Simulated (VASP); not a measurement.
# Al (Im-3m) in VASP: further runs, part 2 of 2

VASP 6.6.1. Earlier steps stand in the parts before.

**3. Single point, BLYP (volume scaled by 0.88)**

INCAR

```
SYSTEM = Al
  PREC = Accurate
  ENCUT = 520
  EDIFF = 1E-6
  ISMEAR = -1
  SIGMA = 0.1
  LREAL = .FALSE.
  LASPH = .TRUE.
  NELM = 100
  ALGO = Normal
  ISIF = 2
  LWAVE = .FALSE.
  LCHARG = .FALSE.
  GGA = B5
  ALDAX = 1.0
  AGGAX = 1.0
  AGGAC = 1.0
  ALDAC = 0.0
  NBANDS = 8
```

KPOINTS

```
Automatic mesh
0
G
  15 15 15
  0 0 0
```

POSCAR

```
Al
1.0
   -1.5876240984      1.5876240984      1.5876240984
    1.5876240984     -1.5876240984      1.5876240984
    1.5876240984      1.5876240984     -1.5876240984
Al
1
Direct
    0.0000000000      0.0000000000      0.0000000000
```

Potentials or basis: VASP PAW PBE potentials, release 64 (Al).

On the command line:

```bash
$ cat potpaw_PBE.64/Al/POTCAR > POTCAR
$ mpirun -np 1 vasp_std > vasp.out
```

OUTCAR:

```text
SYSTEM = Al
   PREC = Accurate
   ENCUT = 520
   EDIFF = 1E-6
   ISMEAR = -1
   LREAL = .FALSE.
   LASPH = .TRUE.
   NELM = 100
   ISIF = 2
   GGA = B5

 ion  position               nearest neighbor table
   1  0.000  0.000  0.000-

  LATTYP: Found a body centered cubic cell.
 ALAT       =     3.1752481968

  Lattice vectors:

 A1 = (  -1.5876240984,   1.5876240984,   1.5876240984)
 A2 = (   1.5876240984,  -1.5876240984,   1.5876240984)
 A3 = (   1.5876240984,   1.5876240984,  -1.5876240984)

Analysis of symmetry for initial positions (statically):
=====================================================================
 Subroutine PRICEL returns:
 Original cell was already a primitive cell.

 Routine SETGRP: Setting up the symmetry group for a
 body centered cubic supercell.

 Subroutine GETGRP returns: Found 48 space group operations
 (whereof 48 operations were pure point group operations)
 out of a pool of 48 trial point group operations.

The static configuration has the point symmetry O_h .

Analysis of symmetry for dynamics (positions and initial velocities):
=====================================================================
 Subroutine PRICEL returns:
[... 151 lines left out ...]

  energy without entropy =       -2.56498677  energy(sigma->0) =       -2.57194061

 E-fermi :   8.7925     XC(G=0):  -9.7909

 val. band max:        8.7760073619   @ k =   0.2667   0.2667   0.0667
 cond. band min:       8.8596708420   @ k =   0.2667   0.2667   0.0000
 fundamental gap:      0.0836634801
 Fermi energy:         8.7925450566

 k-point     1 :       0.0000    0.0000    0.0000
  band No.  band energies     occupation
      1      -2.5247      2.00000
      2      22.1636      0.00000
      3      22.1636      0.00000
      4      22.1636      0.00000
      5      23.6518      0.00000
      6      23.6518      0.00000
      7      23.6518      0.00000
      8      25.4689      0.00000
[... 243 lines left out ...]
 k-point    24 :       0.4000    0.2000    0.0000
  band No.  band energies     occupation
      1       5.2420      2.00000
      2       5.7074      2.00000
      3      10.9964      0.00000
      4      16.3405      0.00000
      5      22.0077      0.00000
      6      25.6790      0.00000
      7      26.8854      0.00000
      8      29.0670      0.00000

 [... further k-points ...]
[... 5 lines left out ...]
  --------------------------------------------------------------------------------------
  -------------------------------------------------------------------------------------
  Total        0.8281231      0.8281231      0.8281231     -0.0000000     -0.0000000     -0.0000000
  in kB       82.8900553     82.8900553     82.8900553     -0.0000000     -0.0000000     -0.0000000
  external PRESSURE =      82.8900553 kB  Pullay stress =       0.0000000 kB

 VOLUME and BASIS-vectors are now :
 -----------------------------------------------------------------------------
  energy-cutoff  :      520.00
  volume of cell :       16.01
      direct lattice vectors                 reciprocal lattice vectors
    -1.587624098  1.587624098  1.587624098     0.000000000  0.314936011  0.314936011
     1.587624098 -1.587624098  1.587624098     0.314936011  0.000000000  0.314936011
     1.587624098  1.587624098 -1.587624098     0.314936011  0.314936011  0.000000000

 POSITION                                       TOTAL-FORCE (eV/Angst)
 -----------------------------------------------------------------------------------
      0.00000      0.00000      0.00000        -0.000000     -0.000000      0.000000
 -----------------------------------------------------------------------------------
    total drift:                                0.000000      0.000000     -0.000000

  FREE ENERGIE OF THE ION-ELECTRON SYSTEM (eV)
  ---------------------------------------------------
  free  energy   TOTEN  =        -2.5788944489 eV

  energy  without entropy=       -2.5649867652  energy(sigma->0) =       -2.57194061
```

OSZICAR:

```text
N       E                     dE             d eps       ncg     rms          rms(c)
DAV:   1    -0.122143137596E+01   -0.12214E+01   -0.87744E+02  1920   0.208E+02
DAV:   2    -0.257941505290E+01   -0.13580E+01   -0.12800E+01  2656   0.187E+01
DAV:   3    -0.258722798993E+01   -0.78129E-02   -0.78106E-02  2496   0.151E+00
DAV:   4    -0.258724722832E+01   -0.19238E-04   -0.19239E-04  2768   0.673E-02
DAV:   5    -0.258724731836E+01   -0.90044E-07   -0.89559E-07  2488   0.319E-03    0.776E-01
DAV:   6    -0.258193533210E+01    0.53120E-02   -0.11378E-03  2176   0.217E-01    0.482E-01
DAV:   7    -0.257886112672E+01    0.30742E-02   -0.38595E-03  2064   0.404E-01    0.668E-02
DAV:   8    -0.257889231114E+01   -0.31184E-04   -0.63568E-05  2824   0.506E-02    0.159E-02
DAV:   9    -0.257889439525E+01   -0.20841E-05   -0.20956E-06  2376   0.945E-03    0.266E-03
DAV:  10    -0.257889444893E+01   -0.53678E-07   -0.13321E-07  1384   0.211E-03
   1 F= -.25788944E+01 E0= -.25719406E+01  d E =-.139077E-01
```

It took 7.4 s on 1 thread of AMD EPYC 9R45 (Zen 5), shared host; peak memory 0.09 GiB.

Results:

| Property | Result |
| --- | --- |
| Free energy | -2.5789 eV |
| Pressure | 8.3 GPa |

Caveat: the PAW data sets were made with another functional, which shifts forces and pressure a little.
